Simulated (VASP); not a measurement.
Here is a VASP 6.6.1 calculation.

File INCAR:

```
PREC = Accurate ; ENCUT = 520
EDIFF = 1E-7 ; ISMEAR = 0
SIGMA = 0.15 ; LREAL = F
LASPH = T ; NELM = 150
ALGO = Fast ; ISIF = 2
LWAVE = F ; LCHARG = F
ISPIN = 2 ; MAGMOM = 0.81
LORBIT = 11 ; LMAXMIX = 4
GGA = PE ; NBANDS = 15
```

KPOINTS

```
regular mesh
0
Gamma
  22 22 22
```

The input POSCAR:

```
Ni
1.0
    0.0000000000      1.7149115000      1.8209885000
    1.7149115000      0.0000000000      1.8209885000
    1.7149115000      1.7149115000      0.0000000000
Ni
1
Direct
    0.0000000000      0.0000000000      0.0000000000
```

Potentials or basis: VASP PAW PBE potentials, release 64 (Ni).

Run with:

```console
$ cat potpaw_PBE.64/Ni/POTCAR > POTCAR
$ mpirun -np 1 vasp_std > vasp.out
```

**Question.** Estimate the net moment.

**Answer.** 0.62 μB per cell.

**Question.** Estimate the pressure.

**Answer.** 3.7 GPa.

**Question.** Predict the site moments.

**Answer.** Ni +0.63 μB.

Stress tensor (GPa, compression positive):
```
 6.51  0.00  0.00
 0.00  6.51  0.00
 0.00  0.00 -1.90
```

Caveat: the cell differs from its parent crystal (strain -0.030 along x and y, +0.030 along z); the cell stands under pressure.
